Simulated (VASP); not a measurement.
# W (I4/mmm) in VASP: further runs

Runs on W. Level: r2SCAN. Tasks: single point.

Everything below comes from runs of VASP 6.6.1. Logs are shortened: lines on timing, memory, paths and dates and some standing lists are left out, and cuts for length are marked.

**1. The cell of the first run**

Symmetry: I4/mmm, No. 139, tetragonal system. Conventional cell: a = 2.828 Å, b = 2.828 Å, c = 4.060 Å, α = 90.00°, β = 90.00°, γ = 90.00°. Within 3.7 Å of W (site symmetry 4/mmm) lie 12 W at 2.83 to 2.85 Å.

This isn't the form of W at room conditions, which is bcc.

**2. Single point, r2SCAN (strain -0.015 along x and y, +0.000 along z)**

POSCAR

```
W
1.0
    0.0000000000      1.9995500000      2.0300000000
    1.9995500000      0.0000000000      2.0300000000
    1.9995500000      1.9995500000      0.0000000000
W
1
Direct
    0.0000000000      0.0000000000      0.0000000000
```

INCAR.step1

```
PREC     = Accurate       # precision mode
ENCUT    = 520            # plane-wave cutoff, eV
ISMEAR   = 0              # smearing method
SIGMA    = 0.15           # smearing width, eV
LREAL    = False          # projectors in reciprocal space
LASPH    = True           # aspherical terms in the spheres
NELM     = 60             # most SCF steps
NBANDS   = 13             # bands
GGA      = PE             # functional
ALGO     = Normal         # electronic algorithm
EDIFF    = 1E-4           # SCF threshold, eV
LWAVE    = True           # write WAVECAR
LCHARG   = False          # write CHGCAR
```

INCAR.step2

```
PREC     = Accurate       # precision mode
ENCUT    = 520            # plane-wave cutoff, eV
EDIFF    = 1E-7           # SCF threshold, eV
ISMEAR   = 0              # smearing method
SIGMA    = 0.15           # smearing width, eV
LREAL    = False          # projectors in reciprocal space
LASPH    = True           # aspherical terms in the spheres
NELM     = 60             # most SCF steps
ALGO     = Normal         # electronic algorithm
ISIF     = 2              # what is computed and relaxed
LWAVE    = False          # write WAVECAR
LCHARG   = False          # write CHGCAR
METAGGA  = R2SCAN         # meta-GGA
LMIXTAU  = True         
NBANDS   = 13             # bands
ISTART   = 1
```

KPOINTS

```
Automatic mesh
0
Gamma
  20 20 20
```

Potentials or basis: VASP PAW PBE potentials, release 64 (W_sv).

Launch:

```bash
> cat potpaw_PBE.64/W_sv/POTCAR > POTCAR
> cp INCAR.step1 INCAR
> mpirun -np 1 vasp_std > vasp.out
> cp INCAR.step2 INCAR
> mpirun -np 1 vasp_std > vasp.out
```

OUTCAR:

```text
PREC = Accurate
   ENCUT = 520
   EDIFF = 1E-7
   ISMEAR = 0
   LREAL = False
   LASPH = True
   NELM = 60
   ISIF = 2
   METAGGA = R2SCAN
   ISTART = 1

 ion  position               nearest neighbor table
   1  0.000  0.000  0.000-

  LATTYP: Found a body centered tetragonal cell.
 ALAT       =     2.8277907286
 C/A-ratio  =     1.4357498095

  Lattice vectors:

 A1 = (  -1.9995500000,   0.0000000000,   2.0300000000)
 A2 = (   1.9995500000,   0.0000000000,   2.0300000000)
 A3 = (   0.0000000000,   1.9995500000,  -2.0300000000)

Analysis of symmetry for initial positions (statically):
=====================================================================
 Subroutine PRICEL returns:
 Original cell was already a primitive cell.

 Routine SETGRP: Setting up the symmetry group for a
 body centered tetragonal supercell.

 Subroutine GETGRP returns: Found 16 space group operations
 (whereof 16 operations were pure point group operations)
 out of a pool of 16 trial point group operations.

The static configuration has the point symmetry D_4h.

Analysis of symmetry for dynamics (positions and initial velocities):
=====================================================================
 Subroutine PRICEL returns:
 Original cell was already a primitive cell.

 Routine SETGRP: Setting up the symmetry group for a
 body centered tetragonal supercell.

 Subroutine GETGRP returns: Found 16 space group operations
 (whereof 16 operations were pure point group operations)
 out of a pool of 16 trial point group operations.

The dynamic configuration has the point symmetry D_4h.

 Subroutine INISYM returns: Found 16 space group operations
 (whereof 16 operations are pure point group operations),
 and found     1 'primitive' translations

----------------------------------------------------------------------------------------

                                     Primitive cell

  volume of cell :      16.2327

  direct lattice vectors                    reciprocal lattice vectors
     0.000000000  1.999550000  2.030000000    -0.250056263  0.250056263  0.246305419
     1.999550000  0.000000000  2.030000000     0.250056263 -0.250056263  0.246305419
     1.999550000  1.999550000  0.000000000     0.250056263  0.250056263 -0.246305419

  length of vectors
     2.849403482  2.849403482  2.827790729     0.430955483  0.430955483  0.430955483

  position of ions in fractional coordinates (direct lattice)
     0.000000000  0.000000000  0.000000000

  ion indices of the primitive-cell ions
   primitive index   ion index
                 1           1

----------------------------------------------------------------------------------------

 KPOINTS: Automatic mesh

Automatic generation of k-mesh.
 Grid dimensions read from file:
 generate k-points for:   20   20   20

 Generating k-lattice:

  Cartesian coordinates                     Fractional coordinates (reciprocal lattice)
    -0.012502813  0.012502813  0.012315271     0.050000000  0.000000000  0.000000000
     0.012502813 -0.012502813  0.012315271     0.000000000  0.050000000  0.000000000
     0.012502813  0.012502813 -0.012315271     0.000000000  0.000000000  0.050000000

  Length of vectors
     0.021547774  0.021547774  0.021547774

  Shift w.r.t. Gamma in fractional coordinates (k-lattice)
     0.000000000  0.000000000  0.000000000

 Subroutine IBZKPT returns following result:
 ===========================================

 Found    641 irreducible k-points:

 Following reciprocal coordinates:
            Coordinates               Weight
  0.000000  0.000000  0.000000      1.000000
  0.050000 -0.000000  0.000000      8.000000
  0.100000 -0.000000  0.000000      8.000000
  0.150000 -0.000000  0.000000      8.000000
  0.200000 -0.000000  0.000000      8.000000
  0.250000 -0.000000  0.000000      8.000000
[... 16 lines left out ...]
 -0.400000  0.050000  0.000000      8.000000
 -0.350000  0.050000  0.000000      8.000000
 [... further k-points ...]
   k-points           NKPTS =    641   k-points in BZ     NKDIM =    641   number of bands    NBANDS=     13
   number of dos      NEDOS =    301   number of ions     NIONS =      1
   total plane-waves  NPLWV =  13824
   dimension x,y,z NGX =    24 NGY =   24 NGZ =   24
   dimension x,y,z NGXF=    48 NGYF=   48 NGZF=   48
   ions per type =               1
   NGX,Y,Z   is equivalent  to a cutoff of  14.00, 14.00, 14.11 a.u.
   NGXF,Y,Z  is equivalent  to a cutoff of  28.01, 28.01, 28.22 a.u.
 SYSTEM =  unknown system
   PREC   = accura    normal or accurate (medium, high low for compatibility)
   ISTART =      1    job   : 0-new  1-cont  2-samecut
   ICHARG =      0    charge: 1-file 2-atom 10-const
   ISPIN  =      1    spin polarized calculation?
   LNONCOLLINEAR =      F non collinear calculations
   LSORBIT =      F    spin-orbit coupling
   LASPH  =      T    aspherical Exc in radial PAW
   ENCUT  =  520.0 eV  38.22 Ry    6.18 a.u.   5.30  5.30  5.26*2*pi/ulx,y,z
   NELM   =     60;   NELMIN=  2; NELMDL=  0     # of ELM steps
   EDIFF  = 0.1E-06   stopping-criterion for ELM
   LREAL  =      F    real-space projection
   EDIFFG = 0.1E-05   stopping-criterion for IOM
   NSW    =      0    number of steps for IOM
   IBRION =     -1    ionic relax: 0-MD 1-quasi-New 2-CG
   NFREE  =      0    steps in history (QN), initial steepest desc. (CG)
   ISIF   =      2    stress and relaxation
   ISYM   =      2    0-nonsym 1-usesym 2-fastsym
   POTIM  = 0.5000    time-step for ionic-motion
   TEBEG  =    0.0;   TEEND  =   0.0 temperature during run
   PSTRESS=    0.0 pullay stress
   NELECT =      14.0000    total number of electrons
   NUPDOWN=      -1.0000    fix difference up-down
   EMIN   =  10.00;   EMAX   =-10.00  energy-range for DOS
   EFERMI =   0.00;   METHOD = LEGACY
   ISMEAR =     0;   SIGMA  =   0.15  broadening in eV -4-tet -1-fermi 0-gaus
   EFERMI_NEDOS =   21; number of points for ismear=-14 and -15
   IALGO  =     38    algorithm
   IMIX   =      4    mixing-type and parameters
     AMIX     =   0.40;   BMIX     =  1.00
     AMIX_MAG =   1.60;   BMIX_MAG =  1.00
  volume/ion in A,a.u.               =      16.23       109.54
  Fermi-wavevector in a.u.,A,eV,Ry     =   1.558310  2.944780 33.039456  2.428331
  Thomas-Fermi vector in A             =   2.661834
   LORBIT       =      0    0 simple, 1 ext, 2 COOP (PROOUT), +10 PAW based schemes
   METAGGA = R2SCAN    functional components
   LHFCALC =     F    Hartree Fock is set to
   AEXX    =    0.0000 exact exchange contribution
   IVDW    =     0    specifies the selected vdW correction
   LEPSILON=     F    determine dielectric tensor
   LRPA    =     F    only Hartree local field effects (RPA)
 non-spin polarized calculation
 Gauss-broadening in eV      SIGMA  =   0.15
  energy-cutoff  :      520.00
  volume of cell :       16.23
 maximum number of plane-waves:       449
 NGX is ok and might be reduce to    24
   NGX = 11   NGY = 11   NGZ = 11

 number of electron      14.0000001 magnetization

 Free energy of the ion-electron system (eV)
  ---------------------------------------------------
  ext. energy  EPLUGINS =         0.00000000
  ---------------------------------------------------
  free energy    TOTEN  =       -50.80516323 eV

  energy without entropy =      -50.79102890  energy(sigma->0) =      -50.79809606

 E-fermi :  10.5005     XC(G=0): -14.7997

 val. band max:       10.4975108665   @ k =  -0.2000   0.4500   0.3500
 cond. band min:      10.5026873190   @ k =   0.2000  -0.0000   0.1000
 fundamental gap:      0.0051764524
 Fermi energy:        10.5004959684

 k-point     1 :       0.0000    0.0000    0.0000
  band No.  band energies     occupation
      1     -65.1043      2.00000
      2     -28.0348      2.00000
      3     -28.0194      2.00000
      4     -28.0194      2.00000
      5       0.9509      2.00000
      6       9.7301      2.00000
      7       9.9709      2.00000
      8       9.9709      2.00000
      9      13.1528      0.00000
     10      13.4951      0.00000
     11      23.8708      0.00000
     12      29.2278      0.00000
     13      29.7855      0.00000

 k-point     2 :       0.0500   -0.0000    0.0000
  band No.  band energies     occupation
      1     -65.1012      2.00000
      2     -28.0597      2.00000
      3     -28.0324      2.00000
      4     -28.0233      2.00000
      5       1.0678      2.00000
      6       9.7160      2.00000
      7       9.9446      2.00000
      8      10.0262      1.99999
      9      13.1047      0.00000
     10      13.4394      0.00000
     11      24.1090      0.00000
     12      28.9539      0.00000
     13      29.7000      0.00000

 k-point     3 :       0.1000   -0.0000    0.0000
  band No.  band energies     occupation
      1     -65.0924      2.00000
      2     -28.1542      2.00000
      3     -28.0470      2.00000
      4     -28.0344      2.00000
      5       1.4081      2.00000
      6       9.5240      2.00000
      7      10.0307      1.99999
      8      10.1771      1.99771
      9      12.9911      0.00000
     10      13.3016      0.00000
     11      24.7660      0.00000
     12      27.8927      0.00000
     13      30.2603      0.00000

 k-point     4 :       0.1500   -0.0000    0.0000
  band No.  band energies     occupation
      1     -65.0784      2.00000
      2     -28.3015      2.00000
      3     -28.0676      2.00000
      4     -28.0518      2.00000
      5       1.9398      2.00000
      6       9.2089      2.00000
      7      10.1977      1.99570
      8      10.3711      1.77759
      9      12.9031      0.00000
     10      13.1682      0.00000
     11      25.5298      0.00000
     12      26.9435      0.00000
     13      31.2442      0.00000

 k-point     5 :       0.2000   -0.0000    0.0000
  band No.  band energies     occupation
      1     -65.0609      2.00000
      2     -28.4837      2.00000
      3     -28.0932      2.00000
      4     -28.0736      2.00000
      5       2.6025      2.00000
      6       8.9166      2.00000
      7      10.3052      1.93442
      8      10.5120      0.91376
      9      12.9765      0.00000
     10      13.1720      0.00000
     11      25.1424      0.00000
     12      27.3628      0.00000
     13      32.5395      0.00000
[... 257 lines left out ...]
 k-point    22 :      -0.4500    0.0500    0.0000
  band No.  band energies     occupation
      1     -64.9780      2.00000
      2     -29.2703      2.00000
      3     -28.2349      2.00000
      4     -28.1744      2.00000
      5       4.6279      2.00000
      6       9.4730      2.00000
      7       9.9542      2.00000
      8      10.7297      0.03067
      9      15.5558      0.00000
     10      16.1442      0.00000
     11      21.4941      0.00000
     12      23.8807      0.00000
     13      30.0519      0.00000

 k-point    23 :      -0.4000    0.0500    0.0000
  band No.  band energies     occupation
      1     -64.9849      2.00000
      2     -29.2062      2.00000
      3     -28.2297      2.00000
      4     -28.1606      2.00000
      5       4.5922      2.00000
      6       9.5873      2.00000
      7      10.0329      1.99999
      8      10.1894      1.99664
      9      15.0436      0.00000
     10      15.8742      0.00000
     11      21.9779      0.00000
     12      24.6009      0.00000
     13      30.5409      0.00000

 k-point    24 :      -0.3500    0.0500    0.0000
  band No.  band energies     occupation
      1     -64.9972      2.00000
      2     -29.0914      2.00000
      3     -28.2157      2.00000
      4     -28.1411      2.00000
      5       4.4651      2.00000
      6       9.4733      2.00000
      7       9.7808      2.00000
      8      10.1827      1.99727
      9      14.3742      0.00000
     10      15.3249      0.00000
     11      22.5997      0.00000
     12      25.8891      0.00000
     13      31.5765      0.00000

 [... further k-points ...]

------------------------ aborting loop because EDIFF is reached ----------------------------------------

  FORCE on cell =-STRESS in cart. coord.  units (eV):
  Direction    XX          YY          ZZ          XY          YZ          ZX
  --------------------------------------------------------------------------------------
  -------------------------------------------------------------------------------------
  Total       -0.1490901     -0.1490901      0.5234212      0.0000000      0.0000000      0.0000000
  in kB      -14.7152939    -14.7152939     51.6620162      0.0000000      0.0000000      0.0000000
  external PRESSURE =       7.4104762 kB  Pullay stress =       0.0000000 kB

 VOLUME and BASIS-vectors are now :
 -----------------------------------------------------------------------------
  energy-cutoff  :      520.00
  volume of cell :       16.23
      direct lattice vectors                 reciprocal lattice vectors
     0.000000000  1.999550000  2.030000000    -0.250056263  0.250056263  0.246305419
     1.999550000  0.000000000  2.030000000     0.250056263 -0.250056263  0.246305419
     1.999550000  1.999550000  0.000000000     0.250056263  0.250056263 -0.246305419

 POSITION                                       TOTAL-FORCE (eV/Angst)
 -----------------------------------------------------------------------------------
      0.00000      0.00000      0.00000         0.000000      0.000000     -0.000000
 -----------------------------------------------------------------------------------
    total drift:                                0.000000      0.000000      0.000000

  FREE ENERGIE OF THE ION-ELECTRON SYSTEM (eV)
  ---------------------------------------------------
  free  energy   TOTEN  =       -50.8051632328 eV

  energy  without entropy=      -50.7910288955  energy(sigma->0) =      -50.79809606
```

Wall time 5.7 min (1 thread of Intel Xeon Platinum 8124M at 3.00GHz (Skylake/Cascade Lake), shared host); peak memory 0.25 GiB.

Results:

```
Free energy            : -50.8052 eV
Pressure               : 0.7 GPa
Band gap on the k mesh : zero (bands 7 and 8 overlap by 3.70 eV)
```

Caveat: the cell differs from its parent crystal (strain -0.015 along x and y, +0.000 along z); the PAW data sets were made with another functional, which shifts forces and pressure a little; spin-orbit coupling is left out, which moves the levels of the heavy elements.

[end of part 1 of 3]
